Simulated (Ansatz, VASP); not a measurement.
## Rb in VASP and in Ansatz

```
CELL_PARAMETERS angstrom
0.00000 5.33303 5.33303
5.33303 0.00000 5.33303
5.33303 5.33303 0.00000
ATOMIC_POSITIONS crystal
Rb 0.12500 0.12500 0.12500
Rb 0.87500 0.87500 0.87500
```

Alike in both runs: task single point; functional PBE; k mesh 6 × 6 × 6; occupations fermi-dirac, width 0.1 eV; no spin polarisation.

```csv
,VASP,Ansatz
version,VASP 6.6.1,Ansatz 0.2.0
potentials or method,"VASP PAW PBE potentials, release 64 (Rb_sv), cutoff 520 eV","plane waves (420 eV) with PAW, scalar-relativistic"
valence electrons in the cell,18,18
```

```tsv
	VASP	Ansatz	Ansatz less VASP
pressure (GPa)	-0.1	-0.1	0.00
```
